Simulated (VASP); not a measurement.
# CdS (P6_3mc) in VASP: relaxation of the atoms with PBE

Aim: the relaxation of the atoms of CdS with PBE.

All numbers are computed with VASP 6.6.1; they aren't measurements. Logs are shortened: lines on timing, memory, paths and dates and some standing lists are left out, and cuts for length are marked.

## Step 1: The cell of the first run

Symmetry: P6_3mc, No. 186, hexagonal system. The conventional cell has a = 4.150 Å, b = 4.150 Å, c = 6.939 Å, α = 90.00°, β = 90.00°, γ = 120.00°. Within 3.4 Å of Cd (site symmetry 3m) lie 4 S at 2.54 to 2.62 Å. Within 3.4 Å of S (site symmetry 3m) lie 4 Cd at 2.54 to 2.62 Å.

## Step 2: Relaxation of the atoms, PBE (z stretched by +3 %)

INCAR

```
SYSTEM = CdS
PREC = Accurate ; ENCUT = 520
EDIFF = 1E-6 ; ISMEAR = -1
SIGMA = 0.02 ; LREAL = .FALSE.
LASPH = .TRUE. ; NELM = 60
ALGO = Normal ; ISIF = 2
LWAVE = .FALSE. ; LCHARG = .FALSE.
GGA = PE ; IBRION = 2
NSW = 80 ; EDIFFG = -0.02
KPAR = 2
```

KPOINTS

```
Automatic mesh
0
G
  12 12 7
  0 0 0
```

POSCAR

```
CdS
1.0
    4.1500000000      0.0000000000      0.0000000000
   -2.0750000000      3.5940054257      0.0000000000
    0.0000000000      0.0000000000      6.9391100000
Cd S
2 2
Direct
    0.3333333333      0.6666666667     -0.0010297073
    0.6666666667      0.3333333333      0.4989702927
    0.3333333333      0.6666666667      0.3760297073
    0.6666666667      0.3333333333      0.8760297073
```

Potentials or basis: VASP PAW PBE potentials, release 64 (Cd, S).

Launch:

```console
$ cat potpaw_PBE.64/Cd/POTCAR potpaw_PBE.64/S/POTCAR > POTCAR
$ mpirun -np 2 vasp_std > vasp.out
```

OUTCAR:

```text
SYSTEM = CdS
   PREC = Accurate
   ENCUT = 520
   EDIFF = 1E-6
   ISMEAR = -1
   LREAL = .FALSE.
   LASPH = .TRUE.
   NELM = 60
   ISIF = 2
   GGA = PE
   IBRION = 2
   NSW = 80
   EDIFFG = -0.02

 ion  position               nearest neighbor table
   1  0.333  0.667  0.999-   4 2.54   4 2.54   4 2.54   3 2.62
   2  0.667  0.333  0.499-   3 2.54   3 2.54   3 2.54   4 2.62
   3  0.333  0.667  0.376-   2 2.54   2 2.54   2 2.54   1 2.62
   4  0.667  0.333  0.876-   1 2.54   1 2.54   1 2.54   2 2.62

  LATTYP: Found a hexagonal cell.
 ALAT       =     4.1500000000
 C/A-ratio  =     1.6720746988

  Lattice vectors:

 A1 = (   4.1500000000,   0.0000000000,   0.0000000000)
 A2 = (  -2.0750000000,   3.5940054257,   0.0000000000)
 A3 = (   0.0000000000,   0.0000000000,   6.9391100000)

Analysis of symmetry for initial positions (statically):
=====================================================================
 Subroutine PRICEL returns:
 Original cell was already a primitive cell.

 Routine SETGRP: Setting up the symmetry group for a
 hexagonal supercell.

 Subroutine GETGRP returns: Found 12 space group operations
 (whereof  6 operations were pure point group operations)
 out of a pool of 24 trial point group operations.

The static configuration has the point symmetry C_3v.
 The point group associated with its full space group is C_6v.

Analysis of symmetry for dynamics (positions and initial velocities):
=====================================================================
 Subroutine PRICEL returns:
 Original cell was already a primitive cell.

 Routine SETGRP: Setting up the symmetry group for a
 hexagonal supercell.

 Subroutine GETGRP returns: Found 12 space group operations
 (whereof  6 operations were pure point group operations)
 out of a pool of 24 trial point group operations.

The dynamic configuration has the point symmetry C_3v.
 The point group associated with its full space group is C_6v.

 Subroutine INISYM returns: Found 12 space group operations
 (whereof  6 operations are pure point group operations),
 and found     1 'primitive' translations

----------------------------------------------------------------------------------------

                                     Primitive cell

  volume of cell :     103.4977

  direct lattice vectors                    reciprocal lattice vectors
     4.150000000  0.000000000  0.000000000     0.240963855  0.139120547  0.000000000
    -2.075000000  3.594005426  0.000000000     0.000000000  0.278241094  0.000000000
     0.000000000  0.000000000  6.939110000     0.000000000  0.000000000  0.144110700

  length of vectors
     4.150000000  4.150000000  6.939110000     0.278241094  0.278241094  0.144110700

  position of ions in fractional coordinates (direct lattice)
     0.333333333  0.666666667  0.998970293
     0.666666667  0.333333333  0.498970293
     0.333333333  0.666666667  0.376029707
     0.666666667  0.333333333  0.876029707

  ion indices of the primitive-cell ions
   primitive index   ion index
                 1           1
                 2           2
                 3           3
                 4           4

----------------------------------------------------------------------------------------

 KPOINTS: Automatic mesh

Automatic generation of k-mesh.
 Grid dimensions read from file:
 generate k-points for:   12   12    7

 Generating k-lattice:

  Cartesian coordinates                     Fractional coordinates (reciprocal lattice)
     0.020080321  0.011593379  0.000000000     0.083333333 -0.000000000  0.000000000
     0.000000000  0.023186758  0.000000000     0.000000000  0.083333333  0.000000000
     0.000000000  0.000000000  0.020587243     0.000000000  0.000000000  0.142857143

  Length of vectors
     0.023186758  0.023186758  0.020587243

  Shift w.r.t. Gamma in fractional coordinates (k-lattice)
     0.000000000  0.000000000  0.000000000

 Subroutine IBZKPT returns following result:
 ===========================================

 Found     76 irreducible k-points:

 Following reciprocal coordinates:
            Coordinates               Weight
  0.000000  0.000000  0.000000      1.000000
  0.083333  0.000000  0.000000      6.000000
  0.166667 -0.000000  0.000000      6.000000
  0.250000 -0.000000  0.000000      6.000000
  0.333333 -0.000000  0.000000      6.000000
  0.416667 -0.000000  0.000000      6.000000
[... 16 lines left out ...]
  0.250000 -0.000000  0.142857     12.000000
  0.333333 -0.000000  0.142857     12.000000
 [... further k-points ...]
   k-points           NKPTS =     76   k-points in BZ     NKDIM =     76   number of bands    NBANDS=     22
   number of dos      NEDOS =    301   number of ions     NIONS =      4
   total plane-waves  NPLWV =  55296
   dimension x,y,z NGX =    32 NGY =   32 NGZ =   54
   dimension x,y,z NGXF=    64 NGYF=   64 NGZF=  108
   ions per type =               2   2
   NGX,Y,Z   is equivalent  to a cutoff of  12.82, 12.82, 12.94 a.u.
   NGXF,Y,Z  is equivalent  to a cutoff of  25.64, 25.64, 25.87 a.u.
 SYSTEM =  CdS
   PREC   = accura    normal or accurate (medium, high low for compatibility)
   ISTART =      0    job   : 0-new  1-cont  2-samecut
   ICHARG =      2    charge: 1-file 2-atom 10-const
   ISPIN  =      1    spin polarized calculation?
   LNONCOLLINEAR =      F non collinear calculations
   LSORBIT =      F    spin-orbit coupling
   LASPH  =      T    aspherical Exc in radial PAW
   ENCUT  =  520.0 eV  38.22 Ry    6.18 a.u.   7.72  7.72 12.90*2*pi/ulx,y,z
   NELM   =     60;   NELMIN=  2; NELMDL= -5     # of ELM steps
   EDIFF  = 0.1E-05   stopping-criterion for ELM
   LREAL  =      F    real-space projection
   EDIFFG = -.2E-01   stopping-criterion for IOM
   NSW    =     80    number of steps for IOM
   IBRION =      2    ionic relax: 0-MD 1-quasi-New 2-CG
   NFREE  =      1    steps in history (QN), initial steepest desc. (CG)
   ISIF   =      2    stress and relaxation
   ISYM   =      2    0-nonsym 1-usesym 2-fastsym
   POTIM  = 0.5000    time-step for ionic-motion
   TEBEG  =    0.0;   TEEND  =   0.0 temperature during run
   PSTRESS=    0.0 pullay stress
   NELECT =      36.0000    total number of electrons
   NUPDOWN=      -1.0000    fix difference up-down
   EMIN   =  10.00;   EMAX   =-10.00  energy-range for DOS
   EFERMI =   0.00;   METHOD = LEGACY
   ISMEAR =    -1;   SIGMA  =   0.02  broadening in eV -4-tet -1-fermi 0-gaus
   EFERMI_NEDOS =   21; number of points for ismear=-14 and -15
   IALGO  =     38    algorithm
   IMIX   =      4    mixing-type and parameters
     AMIX     =   0.40;   BMIX     =  1.00
     AMIX_MAG =   1.60;   BMIX_MAG =  1.00
  volume/ion in A,a.u.               =      25.87       174.61
  Fermi-wavevector in a.u.,A,eV,Ry     =   1.151327  2.175693 18.035264  1.325555
  Thomas-Fermi vector in A             =   2.287986
   LORBIT       =      0    0 simple, 1 ext, 2 COOP (PROOUT), +10 PAW based schemes
   GGA     = PE    functional components
   LHFCALC =     F    Hartree Fock is set to
   AEXX    =    0.0000 exact exchange contribution
   IVDW    =     0    specifies the selected vdW correction
   LEPSILON=     F    determine dielectric tensor
   LRPA    =     F    only Hartree local field effects (RPA)
 conjugate gradient relaxation of ions
 non-spin polarized calculation
  energy-cutoff  :      520.00
  volume of cell :      103.50
 maximum number of plane-waves:      2822
 NGX is ok and might be reduce to    32
   NGX = 15   NGY = 15   NGZ = 25

--------------------------------------- Ionic step        1  -------------------------------------------

 number of electron      35.9999994 magnetization

 Free energy of the ion-electron system (eV)
  ---------------------------------------------------
  ext. energy  EPLUGINS =         0.00000000
  ---------------------------------------------------
  free energy    TOTEN  =       -12.28225081 eV

  energy without entropy =      -12.28225081  energy(sigma->0) =      -12.28225081

------------------------ aborting loop because EDIFF is reached ----------------------------------------

  FORCE on cell =-STRESS in cart. coord.  units (eV):
  Direction    XX          YY          ZZ          XY          YZ          ZX
  --------------------------------------------------------------------------------------
  -------------------------------------------------------------------------------------
  Total        1.0115518      1.0115518     -0.6294705      0.0000000      0.0000000      0.0000000
  in kB       15.6591475     15.6591475     -9.7444065      0.0000000      0.0000000      0.0000000
  external PRESSURE =       7.1912961 kB  Pullay stress =       0.0000000 kB
[... 61 lines left out ...]
  energy  without entropy=      -12.2870894849  energy(sigma->0) =      -12.28708948

--------------------------------------- Ionic step        3  -------------------------------------------

 number of electron      35.9999999 magnetization

 Free energy of the ion-electron system (eV)
  ---------------------------------------------------
  ext. energy  EPLUGINS =         0.00000000
  ---------------------------------------------------
  free energy    TOTEN  =       -12.29025336 eV

  energy without entropy =      -12.29025336  energy(sigma->0) =      -12.29025336

 E-fermi :   1.3590     XC(G=0):  -8.9513

 val. band max:        0.9950971428   @ k =   0.0000   0.0000   0.0000
 cond. band min:       2.0679827642   @ k =   0.0000   0.0000   0.0000
 fundamental gap:      1.0728856214
 Fermi energy:         1.3590165066

 k-point     1 :       0.0000    0.0000    0.0000
  band No.  band energies     occupation
      1     -11.1597      2.00000
      2     -10.7806      2.00000
      3      -6.6185      2.00000
      4      -6.5975      2.00000
      5      -6.5975      2.00000
      6      -6.5218      2.00000
[... 574 lines left out ...]
      6      -6.3843      2.00000
[... 14 lines left out ...]
     21       6.3024      0.00000
     22       6.8654      0.00000

 [... further k-points ...]

------------------------ aborting loop because EDIFF is reached ----------------------------------------

  FORCE on cell =-STRESS in cart. coord.  units (eV):
  Direction    XX          YY          ZZ          XY          YZ          ZX
  --------------------------------------------------------------------------------------
  -------------------------------------------------------------------------------------
  Total        0.6802912      0.6802912     -0.1809282      0.0000000      0.0000000      0.0000000
  in kB       10.5311274     10.5311274     -2.8008270      0.0000000      0.0000000      0.0000000
  external PRESSURE =       6.0871426 kB  Pullay stress =       0.0000000 kB
[... 19 lines left out ...]
  FREE ENERGIE OF THE ION-ELECTRON SYSTEM (eV)
  ---------------------------------------------------
  free  energy   TOTEN  =       -12.2902533562 eV

  energy  without entropy=      -12.2902533562  energy(sigma->0) =      -12.29025336

 reached required accuracy - stopping structural energy minimisation
```

It took 2.1 min on 2 MPI ranks of Intel Xeon Platinum 8259CL at 2.50GHz (Skylake/Cascade Lake), shared host; peak memory 0.32 GiB.

What came out:

* Free energy: -12.2903 eV
* Energy gained by relaxing: 2.0 meV/atom
* Ionic steps: 3
* Pressure after relaxing: 0.6 GPa
* Band gap on the k mesh: 1.07 eV

The path:
```tsv
step	energy change (eV)	largest force (eV/Å)	pressure (GPa)
1	0.0000	0.1744	0.72
2	-0.0048	0.1124	0.67
3	-0.0080	0.0000	0.61
```

Final structure:
```
Cd S
1.0
     4.15000    0.00000    0.00000
    -2.07500    3.59401    0.00000
     0.00000    0.00000    6.93911
Cd S
2 2
Direct
  0.33333 0.66667 0.00216
  0.66667 0.33333 0.50216
  0.33333 0.66667 0.37284
  0.66667 0.33333 0.87284
```

Levels at points of the mesh, in eV from the valence-band top:
| k point | band 16 | band 17 | band 18 | band 19 | band 20 | band 21 |
| --- | --- | --- | --- | --- | --- | --- |
| (0.00, 0.00, 0.00) | -0.14 | 0.00 | 0.00 | 1.07 | 2.90 | 6.52 |
| (0.50, 0.00, 0.00) | -1.70 | -1.28 | -0.70 | 3.57 | 3.96 | 4.98 |

Caveat: the cell differs from its parent crystal (z stretched by +3 %). A k mesh can miss the band edges.
